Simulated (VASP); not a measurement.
# MoS2 (P-6m2) in VASP: notebook

MoS2 is run at these levels: PBE+D3(BJ); tasks: single point.

Everything below comes from runs of VASP 6.6.1. Logs are shortened: lines on timing, memory, paths and dates and some standing lists are left out, and cuts for length are marked.

### 1 The cell of the first run

The structure is hexagonal, space group P-6m2 (No. 187). The conventional cell has a = 3.191 Å, b = 3.191 Å, c = 6.732 Å, α = 90.00°, β = 90.00°, γ = 120.00°. Within 3.2 Å of Mo (site symmetry -6m2) lie 6 S at 2.43 Å and 6 Mo at 3.19 Å. Within 3.2 Å of S (site symmetry 3m) lie 3 Mo at 2.43 Å and 7 S at 3.17 to 3.19 Å.

### 2 Single point, PBE+D3(BJ) (volume 19.788 Å^3 an atom, c/a of the conventional cell 2.1098)

Contents of INCAR:

```
SYSTEM = MoS2
ALGO     = Normal         ! electronic algorithm
EDIFF    = 1E-6           ! SCF threshold, eV
ENCUT    = 500            ! plane-wave cutoff, eV
GGA      = PE             ! functional
GGA_COMPAT= .False.      
ISIF     = 2              ! what is computed and relaxed
ISMEAR   = 0              ! smearing method
IVDW     = 12             ! dispersion correction
LASPH    = .True.         ! aspherical terms in the spheres
LCHARG   = .False.        ! write CHGCAR
LREAL    = .False.        ! projectors in reciprocal space
LWAVE    = .False.        ! write WAVECAR
NBANDS   = 20             ! bands
NELM     = 120            ! most SCF steps
PREC     = Accurate       ! precision mode
SIGMA    = 0.05           ! smearing width, eV
```

Contents of KPOINTS:

```
k-points
0
Gamma
  12 12 6
  0 0 0
```

Contents of POSCAR:

```
MoS2
1.0
    3.1909036040      0.0000000000      0.0000000000
   -1.5954518020      2.7634035821      0.0000000000
    0.0000000000      0.0000000000      6.7323262787
Mo S
1 2
Direct
    0.0000000000      0.0000000000      0.0000000000
    0.3333333333      0.6666666667      0.2357940733
    0.3333333333      0.6666666667      0.7642059267
```

Potentials or basis: VASP PAW PBE potentials, release 64 (Mo_sv, S).

Run with:

```sh
cat potpaw_PBE.64/Mo_sv/POTCAR potpaw_PBE.64/S/POTCAR > POTCAR
mpirun -np 1 vasp_std > vasp.out
```

OUTCAR:

```text
SYSTEM = MoS2
   EDIFF = 1E-6
   ENCUT = 500
   GGA = PE
   ISIF = 2
   ISMEAR = 0
   IVDW = 12
   LASPH = .True.
   LREAL = .False.
   NELM = 120
   PREC = Accurate
 IVDW          = 12

 ion  position               nearest neighbor table
   1  0.000  0.000  0.000-   2 2.43   3 2.43   2 2.43   3 2.43   2 2.43   3 2.43
   2  0.333  0.667  0.236-   1 2.43   1 2.43   1 2.43
   3  0.333  0.667  0.764-   1 2.43   1 2.43   1 2.43

  LATTYP: Found a hexagonal cell.
 ALAT       =     3.1909036040
 C/A-ratio  =     2.1098494703

  Lattice vectors:

 A1 = (   3.1909036040,   0.0000000000,   0.0000000000)
 A2 = (  -1.5954518020,   2.7634035821,   0.0000000000)
 A3 = (   0.0000000000,   0.0000000000,   6.7323262787)

Analysis of symmetry for initial positions (statically):
=====================================================================
 Subroutine PRICEL returns:
 Original cell was already a primitive cell.

 Routine SETGRP: Setting up the symmetry group for a
 hexagonal supercell.

 Subroutine GETGRP returns: Found 12 space group operations
 (whereof 12 operations were pure point group operations)
 out of a pool of 24 trial point group operations.

The static configuration has the point symmetry D_3h.

Analysis of symmetry for dynamics (positions and initial velocities):
=====================================================================
 Subroutine PRICEL returns:
 Original cell was already a primitive cell.

 Routine SETGRP: Setting up the symmetry group for a
 hexagonal supercell.

 Subroutine GETGRP returns: Found 12 space group operations
 (whereof 12 operations were pure point group operations)
 out of a pool of 24 trial point group operations.

The dynamic configuration has the point symmetry D_3h.

 Subroutine INISYM returns: Found 12 space group operations
 (whereof 12 operations are pure point group operations),
 and found     1 'primitive' translations

----------------------------------------------------------------------------------------

                                     Primitive cell

  volume of cell :      59.3640

  direct lattice vectors                    reciprocal lattice vectors
     3.190903604  0.000000000  0.000000000     0.313390852  0.180936293  0.000000000
    -1.595451802  2.763403582  0.000000000     0.000000000  0.361872586  0.000000000
     0.000000000  0.000000000  6.732326279     0.000000000  0.000000000  0.148537067

  length of vectors
     3.190903604  3.190903604  6.732326279     0.361872586  0.361872586  0.148537067

  position of ions in fractional coordinates (direct lattice)
     0.000000000  0.000000000  0.000000000
     0.333333333  0.666666667  0.235794073
     0.333333333  0.666666667  0.764205927

  ion indices of the primitive-cell ions
   primitive index   ion index
                 1           1
                 2           2
                 3           3

----------------------------------------------------------------------------------------

 KPOINTS: k-points

Automatic generation of k-mesh.
 Grid dimensions read from file:
 generate k-points for:   12   12    6

 Generating k-lattice:

  Cartesian coordinates                     Fractional coordinates (reciprocal lattice)
     0.026115904  0.015078024  0.000000000     0.083333333  0.000000000  0.000000000
     0.000000000  0.030156049  0.000000000     0.000000000  0.083333333  0.000000000
     0.000000000  0.000000000  0.024756178     0.000000000  0.000000000  0.166666667

  Length of vectors
     0.030156049  0.030156049  0.024756178

  Shift w.r.t. Gamma in fractional coordinates (k-lattice)
     0.000000000  0.000000000  0.000000000

 Subroutine IBZKPT returns following result:
 ===========================================

 Found     76 irreducible k-points:

 Following reciprocal coordinates:
            Coordinates               Weight
  0.000000  0.000000  0.000000      1.000000
  0.083333  0.000000  0.000000      6.000000
  0.166667  0.000000  0.000000      6.000000
  0.250000  0.000000  0.000000      6.000000
  0.333333  0.000000  0.000000      6.000000
  0.416667  0.000000  0.000000      6.000000
[... 16 lines left out ...]
  0.250000  0.000000  0.166667     12.000000
  0.333333  0.000000  0.166667     12.000000
 [... further k-points ...]
   k-points           NKPTS =     76   k-points in BZ     NKDIM =     76   number of bands    NBANDS=     20
   number of dos      NEDOS =    301   number of ions     NIONS =      3
   total plane-waves  NPLWV =  28800
   dimension x,y,z NGX =    24 NGY =   24 NGZ =   50
   dimension x,y,z NGXF=    48 NGYF=   48 NGZF=  100
   ions per type =               1   2
   NGX,Y,Z   is equivalent  to a cutoff of  12.50, 12.50, 12.35 a.u.
   NGXF,Y,Z  is equivalent  to a cutoff of  25.01, 25.01, 24.69 a.u.
 SYSTEM =  MoS2
   PREC   = accura    normal or accurate (medium, high low for compatibility)
   ISTART =      0    job   : 0-new  1-cont  2-samecut
   ICHARG =      2    charge: 1-file 2-atom 10-const
   ISPIN  =      1    spin polarized calculation?
   LNONCOLLINEAR =      F non collinear calculations
   LSORBIT =      F    spin-orbit coupling
   LASPH  =      T    aspherical Exc in radial PAW
   ENCUT  =  500.0 eV  36.75 Ry    6.06 a.u.   5.82  5.82 12.27*2*pi/ulx,y,z
   NELM   =    120;   NELMIN=  2; NELMDL= -5     # of ELM steps
   EDIFF  = 0.1E-05   stopping-criterion for ELM
   LREAL  =      F    real-space projection
   EDIFFG = 0.1E-04   stopping-criterion for IOM
   NSW    =      0    number of steps for IOM
   IBRION =     -1    ionic relax: 0-MD 1-quasi-New 2-CG
   NFREE  =      0    steps in history (QN), initial steepest desc. (CG)
   ISIF   =      2    stress and relaxation
   ISYM   =      2    0-nonsym 1-usesym 2-fastsym
   POTIM  = 0.5000    time-step for ionic-motion
   TEBEG  =    0.0;   TEEND  =   0.0 temperature during run
   PSTRESS=    0.0 pullay stress
   NELECT =      26.0000    total number of electrons
   NUPDOWN=      -1.0000    fix difference up-down
   EMIN   =  10.00;   EMAX   =-10.00  energy-range for DOS
   EFERMI =   0.00;   METHOD = LEGACY
   ISMEAR =     0;   SIGMA  =   0.05  broadening in eV -4-tet -1-fermi 0-gaus
   EFERMI_NEDOS =   21; number of points for ismear=-14 and -15
   IALGO  =     38    algorithm
   IMIX   =      4    mixing-type and parameters
     AMIX     =   0.40;   BMIX     =  1.00
     AMIX_MAG =   1.60;   BMIX_MAG =  1.00
  volume/ion in A,a.u.               =      19.79       133.54
  Fermi-wavevector in a.u.,A,eV,Ry     =   1.243249  2.349401 21.030102  1.545669
  Thomas-Fermi vector in A             =   2.377568
   LORBIT       =      0    0 simple, 1 ext, 2 COOP (PROOUT), +10 PAW based schemes
   GGA     = PE    functional components
   LHFCALC =     F    Hartree Fock is set to
   AEXX    =    0.0000 exact exchange contribution
   IVDW    =    12    specifies the selected vdW correction
   LEPSILON=     F    determine dielectric tensor
   LRPA    =     F    only Hartree local field effects (RPA)
 non-spin polarized calculation
 Gauss-broadening in eV      SIGMA  =   0.05
  energy-cutoff  :      500.00
  volume of cell :       59.36
 maximum number of plane-waves:      1532
 NGX is ok and might be reduce to    24
   NGX = 11   NGY = 11   NGZ = 25

 number of electron      26.0000002 magnetization

 Free energy of the ion-electron system (eV)
  ---------------------------------------------------
  ext. energy  EPLUGINS =         0.00000000
  ---------------------------------------------------
  free energy    TOTEN  =       -21.80487806 eV

  energy without entropy =      -21.80487806  energy(sigma->0) =      -21.80487806

 E-fermi :   6.2526     XC(G=0): -10.1185

 val. band max:        6.0052541631   @ k =   0.0000   0.0000   0.5000
 cond. band min:       7.2171275879   @ k =   0.1667   0.1667   0.0000
 fundamental gap:      1.2118734248
 Fermi energy:         6.2526087571

 k-point     1 :       0.0000    0.0000    0.0000
  band No.  band energies     occupation
      1     -55.2707      2.00000
      2     -29.3994      2.00000
      3     -29.1956      2.00000
      4     -29.1956      2.00000
      5      -8.4102      2.00000
      6      -7.0617      2.00000
[... 12 lines left out ...]
     19      13.6792      0.00000
     20      14.7954      0.00000

 k-point     2 :       0.0833    0.0000    0.0000
  band No.  band energies     occupation
      1     -55.2683      2.00000
      2     -29.3947      2.00000
      3     -29.2200      2.00000
      4     -29.2012      2.00000
      5      -8.3099      2.00000
      6      -7.0194      2.00000
[... 12 lines left out ...]
     19      13.8209      0.00000
     20      15.2650      0.00000

 k-point     3 :       0.1667    0.0000    0.0000
  band No.  band energies     occupation
      1     -55.2618      2.00000
      2     -29.3819      2.00000
      3     -29.2859      2.00000
      4     -29.2164      2.00000
      5      -8.0244      2.00000
      6      -6.8991      2.00000
[... 12 lines left out ...]
     19      14.3148      0.00000
     20      15.3749      0.00000

 k-point     4 :       0.2500    0.0000    0.0000
  band No.  band energies     occupation
      1     -55.2529      2.00000
      2     -29.3750      2.00000
      3     -29.3644      2.00000
      4     -29.2370      2.00000
      5      -7.6004      2.00000
      6      -6.7221      2.00000
[... 12 lines left out ...]
     19      14.3156      0.00000
     20      15.0700      0.00000

 k-point     5 :       0.3333    0.0000    0.0000
  band No.  band energies     occupation
      1     -55.2440      2.00000
      2     -29.4628      2.00000
      3     -29.3468      2.00000
      4     -29.2576      2.00000
      5      -7.1228      2.00000
      6      -6.5273      2.00000
[... 12 lines left out ...]
     19      13.2591      0.00000
     20      14.2883      0.00000
[... 353 lines left out ...]
      6      -7.0605      2.00000
[... 12 lines left out ...]
     19      13.9428      0.00000
     20      15.1537      0.00000

 k-point    22 :       0.1667    0.0000    0.1667
  band No.  band energies     occupation
      1     -55.2618      2.00000
      2     -29.3819      2.00000
      3     -29.2859      2.00000
      4     -29.2164      2.00000
      5      -8.0006      2.00000
      6      -6.9371      2.00000
[... 12 lines left out ...]
     19      14.3501      0.00000
     20      15.4163      0.00000

 k-point    23 :       0.2500    0.0000    0.1667
  band No.  band energies     occupation
      1     -55.2529      2.00000
      2     -29.3750      2.00000
      3     -29.3644      2.00000
      4     -29.2370      2.00000
      5      -7.5774      2.00000
      6      -6.7554      2.00000
[... 12 lines left out ...]
     19      14.3119      0.00000
     20      14.9594      0.00000

 k-point    24 :       0.3333    0.0000    0.1667
  band No.  band energies     occupation
      1     -55.2440      2.00000
      2     -29.4628      2.00000
      3     -29.3468      2.00000
      4     -29.2576      2.00000
      5      -7.1016      2.00000
      6      -6.5549      2.00000
[... 12 lines left out ...]
     19      13.4380      0.00000
     20      14.2121      0.00000

 [... further k-points ...]

------------------------ aborting loop because EDIFF is reached ----------------------------------------

 Edisp (eV)   -1.14709

 E8    (eV) :    -0.4636

  FORCE on cell =-STRESS in cart. coord.  units (eV):
  Direction    XX          YY          ZZ          XY          YZ          ZX
  --------------------------------------------------------------------------------------
  -------------------------------------------------------------------------------------
  Total      -1.83823    -1.83823    -2.08270     0.00000    -0.00000     0.00000
  in kB     -49.61215   -49.61215   -56.21001     0.00000    -0.00000     0.00000
  external pressure =      -51.81 kB  Pullay stress =        0.00 kB

 VOLUME and BASIS-vectors are now :
 -----------------------------------------------------------------------------
  energy-cutoff  :      500.00
  volume of cell :       59.36
      direct lattice vectors                 reciprocal lattice vectors
     3.190903604  0.000000000  0.000000000     0.313390852  0.180936293  0.000000000
    -1.595451802  2.763403582  0.000000000     0.000000000  0.361872586  0.000000000
     0.000000000  0.000000000  6.732326279     0.000000000  0.000000000  0.148537067

 POSITION                                       TOTAL-FORCE (eV/Angst)
 -----------------------------------------------------------------------------------
      0.00000      0.00000      0.00000         0.000000      0.000000      0.000000
     -0.00000      1.84227      1.58744        -0.000000     -0.000000     -0.613960
     -0.00000      1.84227      5.14488         0.000000     -0.000000      0.613960
 -----------------------------------------------------------------------------------
    total drift:                                0.000000     -0.000000     -0.000000

  FREE ENERGIE OF THE ION-ELECTRON SYSTEM (eV)
  ---------------------------------------------------
  free  energy   TOTEN  =       -22.9519730331 eV

  energy  without entropy=      -22.9519730331  energy(sigma->0) =      -22.95197303
```

Run time: 82 s. Hardware: 1 thread of Intel Xeon Platinum 8175M at 2.50GHz (Skylake/Cascade Lake), shared host; peak memory 0.23 GiB.

What came out:

```yaml
Free_energy: -22.9520 eV
Pressure: -5.2 GPa
Largest_force: 0.614 eV/Å
Band_gap_on_the_k_mesh: 1.21 eV, indirect (least direct gap 1.67 eV)
Dispersion_energy_per_atom: -0.382 eV
```

Forces on the atoms (eV/Å):
```
Mo   0.000  0.000  0.000
S    0.000  0.000 -0.614
S    0.000  0.000  0.614
```

Levels at points of the mesh, in eV from the valence-band top:
| k point | band 9 | band 10 | band 11 | band 12 | band 13 | band 14 | band 15 | band 16 | band 17 | band 18 |
| --- | --- | --- | --- | --- | --- | --- | --- | --- | --- | --- |
| (0.00, 0.00, 0.00) | -2.86 | -1.78 | -1.78 | -1.45 | -0.83 | 2.36 | 2.36 | 2.47 | 2.47 | 5.61 |
| (0.50, 0.00, 0.00) | -4.59 | -3.42 | -1.94 | -1.34 | -1.20 | 1.84 | 2.24 | 3.72 | 3.86 | 5.16 |
| (0.00, 0.00, 0.50) | -2.85 | -2.85 | -1.80 | -1.80 | 0.00 | 2.30 | 2.30 | 2.56 | 2.56 | 5.92 |
| (0.50, 0.00, 0.50) | -4.20 | -3.44 | -2.72 | -1.28 | -0.82 | 1.86 | 2.40 | 3.11 | 3.69 | 6.46 |

 A k mesh can miss the band edges.

(Continued in part 2 of 2.)
